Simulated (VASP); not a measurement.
# Cs (Fm-3m) in VASP: further runs

Runs on Cs. Level: PBEsol. Tasks: single point, relaxation of cell and atoms.

All numbers are computed with VASP 6.6.1; they aren't measurements. Logs are shortened: lines on timing, memory, paths and dates and some standing lists are left out, and cuts for length are marked.

## (1) The cell of the first run

It takes space group Fm-3m (No. 225, cubic). The conventional cell has a = 7.556 Å, b = 7.556 Å, c = 7.556 Å, α = 90.00°, β = 90.00°, γ = 90.00°.

This isn't the form of Cs at room conditions, which is bcc.

## (2) Single point, PBEsol

The input, INCAR:

```
PREC = Accurate
ENCUT = 500
EDIFF = 1E-6
ISMEAR = -1
SIGMA = 0.1
LREAL = F
LASPH = T
NELM = 120
ALGO = Normal
ISIF = 2
LWAVE = F
LCHARG = F
GGA = PS
NBANDS = 10
GGA_COMPAT = F
```

The input, KPOINTS:

```
Automatic mesh
0
Gamma
  5 5 5
```

The input, POSCAR:

```
Cs
1.0
    0.0000000000      3.7782218271      3.7782218271
    3.7782218271      0.0000000000      3.7782218271
    3.7782218271      3.7782218271      0.0000000000
Cs
1
Direct
    0.0000000000      0.0000000000      0.0000000000
```

Potentials or basis: VASP PAW PBE potentials, release 64 (Cs_sv).

Run with:

```sh
> cat potpaw_PBE.64/Cs_sv/POTCAR > POTCAR
> mpirun -np 1 vasp_std > vasp.out
```

OUTCAR:

```text
PREC = Accurate
   ENCUT = 500
   EDIFF = 1E-6
   ISMEAR = -1
   LREAL = F
   LASPH = T
   NELM = 120
   ISIF = 2
   GGA = PS

 ion  position               nearest neighbor table
   1  0.000  0.000  0.000-

  LATTYP: Found a face centered cubic cell.
 ALAT       =     7.5564436542

  Lattice vectors:

 A1 = (   0.0000000000,   3.7782218271,   3.7782218271)
 A2 = (   3.7782218271,   0.0000000000,   3.7782218271)
 A3 = (   3.7782218271,   3.7782218271,   0.0000000000)

Analysis of symmetry for initial positions (statically):
=====================================================================
 Subroutine PRICEL returns:
 Original cell was already a primitive cell.

 Routine SETGRP: Setting up the symmetry group for a
 face centered cubic supercell.

 Subroutine GETGRP returns: Found 48 space group operations
 (whereof 48 operations were pure point group operations)
 out of a pool of 48 trial point group operations.

The static configuration has the point symmetry O_h .

Analysis of symmetry for dynamics (positions and initial velocities):
=====================================================================
 Subroutine PRICEL returns:
 Original cell was already a primitive cell.

 Routine SETGRP: Setting up the symmetry group for a
 face centered cubic supercell.

 Subroutine GETGRP returns: Found 48 space group operations
 (whereof 48 operations were pure point group operations)
 out of a pool of 48 trial point group operations.

The dynamic configuration has the point symmetry O_h .

 Subroutine INISYM returns: Found 48 space group operations
 (whereof 48 operations are pure point group operations),
 and found     1 'primitive' translations

----------------------------------------------------------------------------------------

                                     Primitive cell

  volume of cell :     107.8679

  direct lattice vectors                    reciprocal lattice vectors
     0.000000000  3.778221827  3.778221827    -0.132337386  0.132337386  0.132337386
     3.778221827  0.000000000  3.778221827     0.132337386 -0.132337386  0.132337386
     3.778221827  3.778221827  0.000000000     0.132337386  0.132337386 -0.132337386

  length of vectors
     5.343212550  5.343212550  5.343212550     0.229215076  0.229215076  0.229215076

  position of ions in fractional coordinates (direct lattice)
     0.000000000  0.000000000  0.000000000

  ion indices of the primitive-cell ions
   primitive index   ion index
                 1           1

----------------------------------------------------------------------------------------

 KPOINTS: Automatic mesh

Automatic generation of k-mesh.
 Grid dimensions read from file:
 generate k-points for:    5    5    5

 Generating k-lattice:

  Cartesian coordinates                     Fractional coordinates (reciprocal lattice)
    -0.026467477  0.026467477  0.026467477     0.200000000  0.000000000  0.000000000
     0.026467477 -0.026467477  0.026467477     0.000000000  0.200000000  0.000000000
     0.026467477  0.026467477 -0.026467477     0.000000000  0.000000000  0.200000000

  Length of vectors
     0.045843015  0.045843015  0.045843015

  Shift w.r.t. Gamma in fractional coordinates (k-lattice)
     0.000000000  0.000000000  0.000000000

 Subroutine IBZKPT returns following result:
 ===========================================

 Found     10 irreducible k-points:

 Following reciprocal coordinates:
            Coordinates               Weight
  0.000000  0.000000  0.000000      1.000000
  0.200000  0.000000  0.000000      8.000000
  0.400000  0.000000  0.000000      8.000000
  0.200000  0.200000  0.000000      6.000000
  0.400000  0.200000  0.000000     24.000000
 -0.400000  0.200000  0.000000     24.000000
 -0.200000  0.200000  0.000000     12.000000
  0.400000  0.400000  0.000000      6.000000
 -0.400000  0.400000  0.000000     12.000000
 -0.400000  0.400000  0.200000     24.000000
   k-points           NKPTS =     10   k-points in BZ     NKDIM =     10   number of bands    NBANDS=     10
   number of dos      NEDOS =    301   number of ions     NIONS =      1
   total plane-waves  NPLWV =  64000
   dimension x,y,z NGX =    40 NGY =   40 NGZ =   40
   dimension x,y,z NGXF=    80 NGYF=   80 NGZF=   80
   ions per type =               1
   NGX,Y,Z   is equivalent  to a cutoff of  12.45, 12.45, 12.45 a.u.
   NGXF,Y,Z  is equivalent  to a cutoff of  24.89, 24.89, 24.89 a.u.
 SYSTEM =  unknown system
   PREC   = accura    normal or accurate (medium, high low for compatibility)
   ISTART =      0    job   : 0-new  1-cont  2-samecut
   ICHARG =      2    charge: 1-file 2-atom 10-const
   ISPIN  =      1    spin polarized calculation?
   LNONCOLLINEAR =      F non collinear calculations
   LSORBIT =      F    spin-orbit coupling
   LASPH  =      T    aspherical Exc in radial PAW
   ENCUT  =  500.0 eV  36.75 Ry    6.06 a.u.   9.74  9.74  9.74*2*pi/ulx,y,z
   NELM   =    120;   NELMIN=  2; NELMDL= -5     # of ELM steps
   EDIFF  = 0.1E-05   stopping-criterion for ELM
   LREAL  =      F    real-space projection
   EDIFFG = 0.1E-04   stopping-criterion for IOM
   NSW    =      0    number of steps for IOM
   IBRION =     -1    ionic relax: 0-MD 1-quasi-New 2-CG
   NFREE  =      0    steps in history (QN), initial steepest desc. (CG)
   ISIF   =      2    stress and relaxation
   ISYM   =      2    0-nonsym 1-usesym 2-fastsym
   POTIM  = 0.5000    time-step for ionic-motion
   TEBEG  =    0.0;   TEEND  =   0.0 temperature during run
   PSTRESS=    0.0 pullay stress
   NELECT =       9.0000    total number of electrons
   NUPDOWN=      -1.0000    fix difference up-down
   EMIN   =  10.00;   EMAX   =-10.00  energy-range for DOS
   EFERMI =   0.00;   METHOD = LEGACY
   ISMEAR =    -1;   SIGMA  =   0.10  broadening in eV -4-tet -1-fermi 0-gaus
   EFERMI_NEDOS =   21; number of points for ismear=-14 and -15
   IALGO  =     38    algorithm
   IMIX   =      4    mixing-type and parameters
     AMIX     =   0.40;   BMIX     =  1.00
     AMIX_MAG =   1.60;   BMIX_MAG =  1.00
  volume/ion in A,a.u.               =     107.87       727.93
  Fermi-wavevector in a.u.,A,eV,Ry     =   0.715360  1.351835  6.962652  0.511740
  Thomas-Fermi vector in A             =   1.803501
   LORBIT       =      0    0 simple, 1 ext, 2 COOP (PROOUT), +10 PAW based schemes
   GGA     = PS    functional components
   LHFCALC =     F    Hartree Fock is set to
   AEXX    =    0.0000 exact exchange contribution
   IVDW    =     0    specifies the selected vdW correction
   LEPSILON=     F    determine dielectric tensor
   LRPA    =     F    only Hartree local field effects (RPA)
 non-spin polarized calculation
  energy-cutoff  :      500.00
  volume of cell :      107.87
 maximum number of plane-waves:      2754
   NGX = 19   NGY = 19   NGZ = 19

 number of electron       9.0000002 magnetization

 Free energy of the ion-electron system (eV)
  ---------------------------------------------------
  ext. energy  EPLUGINS =         0.00000000
  ---------------------------------------------------
  free energy    TOTEN  =        -0.97718787 eV

  energy without entropy =       -0.95305317  energy(sigma->0) =       -0.96512052

 E-fermi :   0.5285     XC(G=0):  -5.6462

 val. band max:        0.1900139034   @ k =   0.4000   0.0000   0.0000
 cond. band min:       0.5300639637   @ k =   0.4000   0.4000   0.0000
 fundamental gap:      0.3400500603
 Fermi energy:         0.5285467607

 k-point     1 :       0.0000    0.0000    0.0000
  band No.  band energies     occupation
      1     -23.2747      2.00000
      2      -9.9848      2.00000
      3      -9.9848      2.00000
      4      -9.9848      2.00000
      5      -1.2179      2.00000
      6       3.0241      0.00000
      7       3.0241      0.00000
      8       3.0241      0.00000
      9       4.1849      0.00000
     10       4.1849      0.00000

 k-point     2 :       0.2000    0.0000    0.0000
  band No.  band energies     occupation
      1     -23.2718      2.00000
      2     -10.0454      2.00000
      3      -9.9928      2.00000
      4      -9.9928      2.00000
      5      -0.7887      2.00000
      6       2.3946      0.00000
      7       3.1406      0.00000
      8       3.1406      0.00000
      9       4.0051      0.00000
     10       4.0051      0.00000

 k-point     3 :       0.4000    0.0000    0.0000
  band No.  band energies     occupation
      1     -23.2672      2.00000
      2     -10.1397      2.00000
      3     -10.0056      2.00000
      4     -10.0056      2.00000
      5       0.1900      1.93449
      6       1.5789      0.00005
      7       2.9246      0.00000
      8       2.9246      0.00000
      9       4.7368      0.00000
     10       4.7368      0.00000

 k-point     4 :       0.2000    0.2000    0.0000
  band No.  band energies     occupation
      1     -23.2709      2.00000
      2     -10.0433      2.00000
      3     -10.0062      2.00000
      4     -10.0062      2.00000
      5      -0.6488      1.99998
      6       2.3001      0.00000
      7       3.0977      0.00000
      8       3.3127      0.00000
      9       3.3127      0.00000
     10       4.4340      0.00000

 k-point     5 :       0.4000    0.2000    0.0000
  band No.  band energies     occupation
      1     -23.2668      2.00000
      2     -10.1114      2.00000
      3     -10.0279      2.00000
      4     -10.0207      2.00000
      5       0.1751      1.94330
      6       1.7753      0.00001
      7       2.4046      0.00000
      8       3.3472      0.00000
      9       4.0415      0.00000
     10       4.9422      0.00000

 k-point     6 :      -0.4000    0.2000    0.0000
  band No.  band energies     occupation
      1     -23.2653      2.00000
      2     -10.1329      2.00000
      3     -10.0505      2.00000
      4     -10.0164      2.00000
      5       0.8302      0.09339
      6       1.3681      0.00045
      7       2.2612      0.00000
      8       3.1883      0.00000
      9       4.4907      0.00000
     10       4.6601      0.00000

 k-point     7 :      -0.2000    0.2000    0.0000
  band No.  band energies     occupation
      1     -23.2683      2.00000
      2     -10.0898      2.00000
      3     -10.0323      2.00000
      4      -9.9991      2.00000
      5      -0.1465      1.99766
      6       2.0442      0.00000
      7       2.5080      0.00000
      8       3.3673      0.00000
      9       3.6475      0.00000
     10       4.8420      0.00000

 k-point     8 :       0.4000    0.4000    0.0000
  band No.  band energies     occupation
      1     -23.2647      2.00000
      2     -10.1307      2.00000
      3     -10.0406      2.00000
      4     -10.0406      2.00000
      5       0.5301      0.99241
      6       1.6299      0.00003
      7       2.1056      0.00000
      8       4.2343      0.00000
      9       4.2343      0.00000
     10       4.9496      0.00000

 k-point     9 :      -0.4000    0.4000    0.0000
  band No.  band energies     occupation
      1     -23.2637      2.00000
      2     -10.1267      2.00000
      3     -10.0724      2.00000
      4     -10.0380      2.00000
      5       1.0173      0.01497
      6       1.5339      0.00009
      7       1.9611      0.00000
      8       3.8463      0.00000
      9       3.9071      0.00000
     10       5.0088      0.00000

 k-point    10 :      -0.4000    0.4000    0.2000
  band No.  band energies     occupation
      1     -23.2643      2.00000
      2     -10.1135      2.00000
      3     -10.0738      2.00000
      4     -10.0360      2.00000
      5       0.9791      0.02186
      6       1.7386      0.00001
      7       1.7856      0.00001
      8       3.1850      0.00000
      9       4.5126      0.00000
     10       4.7496      0.00000

------------------------ aborting loop because EDIFF is reached ----------------------------------------

  FORCE on cell =-STRESS in cart. coord.  units (eV):
  Direction    XX          YY          ZZ          XY          YZ          ZX
  --------------------------------------------------------------------------------------
  -------------------------------------------------------------------------------------
  Total       -0.0015900     -0.0015900     -0.0015900      0.0000000      0.0000000     -0.0000000
  in kB       -0.0236168     -0.0236168     -0.0236168      0.0000000      0.0000000     -0.0000000
  external PRESSURE =      -0.0236168 kB  Pullay stress =       0.0000000 kB

 VOLUME and BASIS-vectors are now :
 -----------------------------------------------------------------------------
  energy-cutoff  :      500.00
  volume of cell :      107.87
      direct lattice vectors                 reciprocal lattice vectors
     0.000000000  3.778221827  3.778221827    -0.132337386  0.132337386  0.132337386
     3.778221827  0.000000000  3.778221827     0.132337386 -0.132337386  0.132337386
     3.778221827  3.778221827  0.000000000     0.132337386  0.132337386 -0.132337386

 POSITION                                       TOTAL-FORCE (eV/Angst)
 -----------------------------------------------------------------------------------
      0.00000      0.00000      0.00000         0.000000      0.000000     -0.000000
 -----------------------------------------------------------------------------------
    total drift:                               -0.000000     -0.000000     -0.000000

  FREE ENERGIE OF THE ION-ELECTRON SYSTEM (eV)
  ---------------------------------------------------
  free  energy   TOTEN  =        -0.9771878728 eV

  energy  without entropy=       -0.9530531720  energy(sigma->0) =       -0.96512052
```

Wall time 19 s (1 thread of Intel Xeon Platinum 8375C at 2.90GHz (Ice Lake), shared host); peak memory 0.22 GiB.

Results:

```
Free energy            : -0.9772 eV
Pressure               : 0.0 GPa
Band gap on the k mesh : zero (an odd number of electrons rules out a gap without spin polarisation)
```

Levels at points of the mesh, in eV from the Fermi level:
| k point | band 3 | band 4 | band 5 | band 6 | band 7 | band 8 |
| --- | --- | --- | --- | --- | --- | --- |
| (0.00, 0.00, 0.00) | -10.51 | -10.51 | -1.75 | 2.50 | 2.50 | 2.50 |

Caveat: the PAW data sets were made with another functional, which shifts forces and pressure a little; spin-orbit coupling is left out, which moves the levels of the heavy elements.

## (3) Relaxation of cell and atoms, PBEsol

This run uses another cell than the first one, of 111.49 Å³/atom.

The input, INCAR:

```
PREC = Accurate
ENCUT = 500
EDIFF = 1E-7
ISMEAR = -1
SIGMA = 0.1
LREAL = False
LASPH = True
NELM = 120
ALGO = Normal
ISIF = 3
LWAVE = False
LCHARG = False
GGA = PS
IBRION = 2
NSW = 80
EDIFFG = -0.02
GGA_COMPAT = False
NELMIN = 4
```

KPOINTS is that of step 2.

The input, POSCAR:

```
Cs
1.0
    0.0000000000      3.8200000000      3.8200000000
    3.8200000000      0.0000000000      3.8200000000
    3.8200000000      3.8200000000      0.0000000000
Cs
1
Direct
    0.0000000000      0.0000000000      0.0000000000
```

Potentials or basis: VASP PAW PBE potentials, release 64 (Cs_sv).

Run with:

```sh
> cat potpaw_PBE.64/Cs_sv/POTCAR > POTCAR
> mpirun -np 1 vasp_std > vasp.out
```

Run time: 38 s. Hardware: 1 thread of Intel Xeon Platinum 8375C at 2.90GHz (Ice Lake), shared host; peak memory 0.23 GiB.

Results (log left out):

| Quantity | Value |
| --- | --- |
| Free energy | -0.9773 eV |
| Relaxed volume | 108.38 Å³/atom |
| Relaxed cell | a = 5.352 Å, b = 5.352 Å, c = 5.352 Å, α = 60.00°, β = 60.00°, γ = 60.00° |
| Space group after relaxing (to 0.1 Å) | Fm-3m (No. 225) |
| Energy gained by relaxing | 0.8 meV/atom |
| Ionic steps | 3 |
| Pressure after relaxing | 0.0 GPa |
| Band gap on the k mesh | zero (an odd number of electrons rules out a gap without spin polarisation) |

The path:
```tsv
step	energy change (eV)	largest force (eV/Å)	pressure (GPa)	volume (Å³)
1	0.0000	0.0000	-0.07	111.49
2	-0.0003	0.0000	-0.06	110.70
3	-0.0008	0.0000	-0.01	108.38
```

Final structure:
```
CELL_PARAMETERS angstrom
0.00000 3.78422 3.78422
3.78422 0.00000 3.78422
3.78422 3.78422 0.00000
ATOMIC_POSITIONS crystal
Cs 0.00000 0.00000 0.00000
```

Levels at points of the mesh, in eV from the Fermi level:
| k point | band 1 | band 2 | band 3 | band 4 | band 5 | band 6 | band 7 | band 8 |
| --- | --- | --- | --- | --- | --- | --- | --- | --- |
| (0.00, 0.00, 0.00) | -23.81 | -10.52 | -10.52 | -10.52 | -1.74 | 2.49 | 2.49 | 2.49 |

Caveat: the PAW data sets were made with another functional, which shifts forces and pressure a little; spin-orbit coupling is left out, which moves the levels of the heavy elements.

The gap in the log of VASP goes by the Fermi energy; the results here count the filled bands.